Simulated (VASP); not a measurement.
# Cl (P4/nmm) in VASP: single point with PBEsol

Aim: the single point of Cl with PBEsol.

Everything below comes from runs of VASP 6.6.1. Logs are shortened: lines on timing, memory, paths and dates and some standing lists are left out, and cuts for length are marked.

### Step 1. The cell of the first run

It takes space group P4/nmm (No. 129, tetragonal). Conventional cell: a = 3.571 Å, b = 3.571 Å, c = 7.956 Å, α = 90.00°, β = 90.00°, γ = 90.00°. Within 4.7 Å of Cl (site symmetry 4mm) lie 8 Cl at 3.57 to 3.78 Å.

### Step 2. Single point, PBEsol

Contents of INCAR:

```
PREC     = Accurate       # precision mode
ENCUT    = 520            # plane-wave cutoff, eV
EDIFF    = 1E-7           # SCF threshold, eV
ISMEAR   = 0              # smearing method
SIGMA    = 0.15           # smearing width, eV
LREAL    = False          # projectors in reciprocal space
LASPH    = True           # aspherical terms in the spheres
NELM     = 80             # most SCF steps
ALGO     = Normal         # electronic algorithm
ISIF     = 2              # what is computed and relaxed
LWAVE    = False          # write WAVECAR
LCHARG   = False          # write CHGCAR
GGA      = PS             # functional
NBANDS   = 14             # bands
```

Contents of KPOINTS:

```
regular mesh
0
Gamma
  6 6 4
```

Contents of POSCAR:

```
Cl
1.0
    3.5713700000      0.0000000000      0.0000000000
    0.0000000000      3.5713700000      0.0000000000
    0.0000000000      0.0000000000      7.9561300000
Cl
2
Direct
    0.0000000000      0.5000000000      0.6766400000
    0.5000000000      0.0000000000      0.3233600000
```

Potentials or basis: VASP PAW PBE potentials, release 64 (Cl).

Launch:

```
$ cat potpaw_PBE.64/Cl/POTCAR > POTCAR
$ mpirun -np 1 vasp_std > vasp.out
```

OUTCAR:

```text
PREC = Accurate
   ENCUT = 520
   EDIFF = 1E-7
   ISMEAR = 0
   LREAL = False
   LASPH = True
   NELM = 80
   ISIF = 2
   GGA = PS

 ion  position               nearest neighbor table
   1  0.000  0.500  0.677-
   2  0.500  0.000  0.323-

  LATTYP: Found a simple tetragonal cell.
 ALAT       =     3.5713700000
 C/A-ratio  =     2.2277529351

  Lattice vectors:

 A1 = (   3.5713700000,   0.0000000000,   0.0000000000)
 A2 = (   0.0000000000,   3.5713700000,   0.0000000000)
 A3 = (   0.0000000000,   0.0000000000,   7.9561300000)

Analysis of symmetry for initial positions (statically):
=====================================================================
 Subroutine PRICEL returns:
 Original cell was already a primitive cell.

 Routine SETGRP: Setting up the symmetry group for a
 simple tetragonal supercell.

 Subroutine GETGRP returns: Found 16 space group operations
 (whereof  8 operations were pure point group operations)
 out of a pool of 16 trial point group operations.

The static configuration has the point symmetry D_2d.
 The point group associated with its full space group is D_4h.

Analysis of symmetry for dynamics (positions and initial velocities):
=====================================================================
 Subroutine PRICEL returns:
 Original cell was already a primitive cell.

 Routine SETGRP: Setting up the symmetry group for a
 simple tetragonal supercell.

 Subroutine GETGRP returns: Found 16 space group operations
 (whereof  8 operations were pure point group operations)
 out of a pool of 16 trial point group operations.

The dynamic configuration has the point symmetry D_2d.
 The point group associated with its full space group is D_4h.

 Subroutine INISYM returns: Found 16 space group operations
 (whereof  8 operations are pure point group operations),
 and found     1 'primitive' translations

----------------------------------------------------------------------------------------

                                     Primitive cell

  volume of cell :     101.4779

  direct lattice vectors                    reciprocal lattice vectors
     3.571370000  0.000000000  0.000000000     0.280004592  0.000000000  0.000000000
     0.000000000  3.571370000  0.000000000     0.000000000  0.280004592  0.000000000
     0.000000000  0.000000000  7.956130000     0.000000000  0.000000000  0.125689248

  length of vectors
     3.571370000  3.571370000  7.956130000     0.280004592  0.280004592  0.125689248

  position of ions in fractional coordinates (direct lattice)
     0.000000000  0.500000000  0.676640000
     0.500000000  0.000000000  0.323360000

  ion indices of the primitive-cell ions
   primitive index   ion index
                 1           1
                 2           2

----------------------------------------------------------------------------------------

 KPOINTS: regular mesh

Automatic generation of k-mesh.
 Grid dimensions read from file:
 generate k-points for:    6    6    4

 Generating k-lattice:

  Cartesian coordinates                     Fractional coordinates (reciprocal lattice)
     0.046667432  0.000000000  0.000000000     0.166666667  0.000000000  0.000000000
     0.000000000  0.046667432  0.000000000     0.000000000  0.166666667  0.000000000
     0.000000000  0.000000000  0.031422312     0.000000000  0.000000000  0.250000000

  Length of vectors
     0.046667432  0.046667432  0.031422312

  Shift w.r.t. Gamma in fractional coordinates (k-lattice)
     0.000000000  0.000000000  0.000000000

 Subroutine IBZKPT returns following result:
 ===========================================

 Found     30 irreducible k-points:

 Following reciprocal coordinates:
            Coordinates               Weight
  0.000000  0.000000  0.000000      1.000000
  0.166667  0.000000  0.000000      4.000000
  0.333333  0.000000  0.000000      4.000000
  0.500000  0.000000  0.000000      2.000000
  0.166667  0.166667  0.000000      4.000000
  0.333333  0.166667  0.000000      8.000000
[... 16 lines left out ...]
  0.333333  0.000000  0.500000      4.000000
  0.500000  0.000000  0.500000      2.000000
 [... further k-points ...]
   k-points           NKPTS =     30   k-points in BZ     NKDIM =     30   number of bands    NBANDS=     14
   number of dos      NEDOS =    301   number of ions     NIONS =      2
   total plane-waves  NPLWV =  47040
   dimension x,y,z NGX =    28 NGY =   28 NGZ =   60
   dimension x,y,z NGXF=    56 NGYF=   56 NGZF=  120
   ions per type =               2
   NGX,Y,Z   is equivalent  to a cutoff of  13.03, 13.03, 12.54 a.u.
   NGXF,Y,Z  is equivalent  to a cutoff of  26.07, 26.07, 25.07 a.u.
 SYSTEM =  unknown system
   PREC   = accura    normal or accurate (medium, high low for compatibility)
   ISTART =      0    job   : 0-new  1-cont  2-samecut
   ICHARG =      2    charge: 1-file 2-atom 10-const
   ISPIN  =      1    spin polarized calculation?
   LNONCOLLINEAR =      F non collinear calculations
   LSORBIT =      F    spin-orbit coupling
   LASPH  =      T    aspherical Exc in radial PAW
   ENCUT  =  520.0 eV  38.22 Ry    6.18 a.u.   6.64  6.64 14.79*2*pi/ulx,y,z
   NELM   =     80;   NELMIN=  2; NELMDL= -5     # of ELM steps
   EDIFF  = 0.1E-06   stopping-criterion for ELM
   LREAL  =      F    real-space projection
   EDIFFG = 0.1E-05   stopping-criterion for IOM
   NSW    =      0    number of steps for IOM
   IBRION =     -1    ionic relax: 0-MD 1-quasi-New 2-CG
   NFREE  =      0    steps in history (QN), initial steepest desc. (CG)
   ISIF   =      2    stress and relaxation
   ISYM   =      2    0-nonsym 1-usesym 2-fastsym
   POTIM  = 0.5000    time-step for ionic-motion
   TEBEG  =    0.0;   TEEND  =   0.0 temperature during run
   PSTRESS=    0.0 pullay stress
   NELECT =      14.0000    total number of electrons
   NUPDOWN=      -1.0000    fix difference up-down
   EMIN   =  10.00;   EMAX   =-10.00  energy-range for DOS
   EFERMI =   0.00;   METHOD = LEGACY
   ISMEAR =     0;   SIGMA  =   0.15  broadening in eV -4-tet -1-fermi 0-gaus
   EFERMI_NEDOS =   21; number of points for ismear=-14 and -15
   IALGO  =     38    algorithm
   IMIX   =      4    mixing-type and parameters
     AMIX     =   0.40;   BMIX     =  1.00
     AMIX_MAG =   1.60;   BMIX_MAG =  1.00
  volume/ion in A,a.u.               =      50.74       342.40
  Fermi-wavevector in a.u.,A,eV,Ry     =   0.845916  1.598549  9.735962  0.715573
  Thomas-Fermi vector in A             =   1.961180
   LORBIT       =      0    0 simple, 1 ext, 2 COOP (PROOUT), +10 PAW based schemes
   GGA     = PS    functional components
   LHFCALC =     F    Hartree Fock is set to
   AEXX    =    0.0000 exact exchange contribution
   IVDW    =     0    specifies the selected vdW correction
   LEPSILON=     F    determine dielectric tensor
   LRPA    =     F    only Hartree local field effects (RPA)
 non-spin polarized calculation
 Gauss-broadening in eV      SIGMA  =   0.15
  energy-cutoff  :      520.00
  volume of cell :      101.48
 maximum number of plane-waves:      2755
 NGX is ok and might be reduce to    28
   NGX = 13   NGY = 13   NGZ = 29

 number of electron      14.0000004 magnetization

 Free energy of the ion-electron system (eV)
  ---------------------------------------------------
  ext. energy  EPLUGINS =         0.00000000
  ---------------------------------------------------
  free energy    TOTEN  =        -1.30643051 eV

  energy without entropy =       -1.19069850  energy(sigma->0) =       -1.24856451

 E-fermi :  -4.5225     XC(G=0):  -5.7597

 val. band max:       -4.5292819960   @ k =   0.3333   0.1667   0.0000
 cond. band min:      -4.4932038855   @ k =   0.1667   0.1667   0.5000
 fundamental gap:      0.0360781105
 Fermi energy:        -4.5225086324

 k-point     1 :       0.0000    0.0000    0.0000
  band No.  band energies     occupation
      1     -17.4143      2.00000
      2     -17.1873      2.00000
      3      -5.6564      2.00000
      4      -4.6466      1.75811
      5      -4.5389      1.12252
      6      -4.5389      1.12252
      7      -4.2880      0.02707
      8      -4.2880      0.02707
      9       2.5392      0.00000
     10       4.7960      0.00000
     11       5.6610      0.00000
     12       6.7285      0.00000
     13       8.0097      0.00000
     14       8.3035      0.00000

 k-point     2 :       0.1667    0.0000    0.0000
  band No.  band energies     occupation
      1     -17.3526      2.00000
      2     -17.1529      2.00000
      3      -5.5806      2.00000
      4      -5.0459      2.00000
      5      -4.6903      1.88641
      6      -4.5402      1.13225
      7      -4.4863      0.73308
      8      -4.2668      0.01593
      9       3.0161      0.00000
     10       5.2878      0.00000
     11       5.9091      0.00000
     12       7.1562      0.00000
     13       7.9231      0.00000
     14       8.4019      0.00000

 k-point     3 :       0.3333    0.0000    0.0000
  band No.  band energies     occupation
      1     -17.2128      2.00000
      2     -17.0938      2.00000
      3      -5.7270      2.00000
      4      -5.7132      2.00000
      5      -5.0359      2.00000
      6      -4.6007      1.53918
      7      -4.3659      0.13979
      8      -4.2364      0.00698
      9       4.1366      0.00000
     10       5.9080      0.00000
     11       6.0761      0.00000
     12       7.2617      0.00000
     13       7.3785      0.00000
     14       8.6908      0.00000
[... 324 lines left out ...]
 k-point    23 :       0.3333    0.0000    0.5000
  band No.  band energies     occupation
      1     -17.2119      2.00000
      2     -17.0947      2.00000
      3      -5.7402      2.00000
      4      -5.7211      2.00000
      5      -4.9918      1.99999
      6      -4.6187      1.63554
      7      -4.3649      0.13727
      8      -4.2374      0.00719
      9       4.1673      0.00000
     10       5.3692      0.00000
     11       6.6872      0.00000
     12       6.9136      0.00000
     13       7.6362      0.00000
     14       8.7079      0.00000

 k-point    24 :       0.5000    0.0000    0.5000
  band No.  band energies     occupation
      1     -17.1019      2.00000
      2     -17.1019      2.00000
      3      -6.0174      2.00000
      4      -6.0174      2.00000
      5      -4.7781      1.98404
      6      -4.7781      1.98404
      7      -4.2625      0.01422
      8      -4.2625      0.01422
      9       4.9952      0.00000
     10       4.9952      0.00000
     11       7.0557      0.00000
     12       7.0557      0.00000
     13       8.0920      0.00000
     14       8.0920      0.00000

 [... further k-points ...]
[... 5 lines left out ...]
  --------------------------------------------------------------------------------------
  -------------------------------------------------------------------------------------
  Total       -2.5430666     -2.5430666     -0.6314666      0.0000000      0.0000000      0.0000000
  in kB      -40.1510364    -40.1510364     -9.9698682      0.0000000      0.0000000      0.0000000
  external PRESSURE =     -30.0906470 kB  Pullay stress =       0.0000000 kB

 VOLUME and BASIS-vectors are now :
 -----------------------------------------------------------------------------
  energy-cutoff  :      520.00
  volume of cell :      101.48
      direct lattice vectors                 reciprocal lattice vectors
     3.571370000  0.000000000  0.000000000     0.280004592  0.000000000  0.000000000
     0.000000000  3.571370000  0.000000000     0.000000000  0.280004592  0.000000000
     0.000000000  0.000000000  7.956130000     0.000000000  0.000000000  0.125689248

 POSITION                                       TOTAL-FORCE (eV/Angst)
 -----------------------------------------------------------------------------------
      0.00000      1.78568      5.38344         0.000000      0.000000     -0.209293
      1.78568      0.00000      2.57269         0.000000     -0.000000      0.209293
 -----------------------------------------------------------------------------------
    total drift:                                0.000000     -0.000000      0.000000

  FREE ENERGIE OF THE ION-ELECTRON SYSTEM (eV)
  ---------------------------------------------------
  free  energy   TOTEN  =        -1.3064305076 eV

  energy  without entropy=       -1.1906985031  energy(sigma->0) =       -1.24856451
```

Run time: 18 s. Hardware: 1 thread of Intel Xeon Platinum 8488C (Sapphire Rapids), shared host; peak memory 0.2 GiB.

Results:

- Free energy: -1.3064 eV
- Pressure: -3.0 GPa
- Largest force: 0.209 eV/Å
- Band gap on the k mesh: zero (bands 7 and 8 overlap by 0.46 eV)

Forces on the atoms (eV/Å):
```
Cl   0.000  0.000 -0.209
Cl   0.000  0.000  0.209
```

Caveat: the cell stands under tension; the PAW data sets were made with another functional, which shifts forces and pressure a little; this functional lacks dispersion, which binds layers or chains, so the pressure and a relaxed spacing across them are unreliable.

The gap in the log of VASP goes by the Fermi energy; the results here count the filled bands.